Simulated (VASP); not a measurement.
CdS: single point with PBE

Crystal: CdS.

```
CELL_PARAMETERS angstrom
4.16456 0.00000 0.00000
-2.08228 3.60661 0.00000
0.00000 0.00000 6.76624
ATOMIC_POSITIONS crystal
Cd 0.66667 0.33333 0.50005
Cd 0.33333 0.66667 0.00005
S 0.66667 0.33333 0.87695
S 0.33333 0.66667 0.37695
```

| Quantity | Value |
| --- | --- |
| Program | VASP 6.6.1 |
| Task | single point |
| Functional | PBE |
| Potentials or basis | VASP PAW PBE potentials, release 64 (Cd, S) |
| Cutoff | 520 eV |
| k mesh | 12 × 12 × 4 |
| Occupations | gaussian, width 0.01 eV |
| Spin | no spin polarisation |

| Property | Result |
| --- | --- |
| Pressure | 1.7 GPa |
| Band gap on the k mesh | 1.17 eV |

Stress tensor (GPa, compression positive):
```
1.67 0.00 0.00
0.00 1.67 0.00
0.00 0.00 1.75
```

Levels at points of the mesh, in eV from the valence-band top:
| k point | band 14 | band 15 | band 16 | band 17 | band 18 | band 19 | band 20 | band 21 | band 22 | band 23 |
| --- | --- | --- | --- | --- | --- | --- | --- | --- | --- | --- |
| (0.00, 0.00, 0.00) | -0.73 | -0.73 | -0.04 | 0.00 | 0.00 | 1.17 | 2.76 | 6.48 | 6.48 | 6.80 |
| (0.50, 0.00, 0.00) | -3.44 | -2.55 | -1.81 | -1.24 | -0.73 | 3.68 | 3.88 | 5.12 | 6.35 | 7.04 |
| (0.00, 0.00, 0.50) | -2.41 | -0.38 | -0.38 | -0.38 | -0.38 | 2.81 | 2.81 | 6.17 | 6.17 | 6.83 |
| (0.50, 0.00, 0.50) | -4.03 | -1.30 | -1.30 | -1.27 | -1.27 | 3.48 | 3.48 | 5.37 | 5.37 | 7.87 |

Run time: 2.3 min on 1 thread of AMD EPYC 7R13, with other jobs on the host, peak memory 0.26 GiB.

A k mesh can miss the band edges.
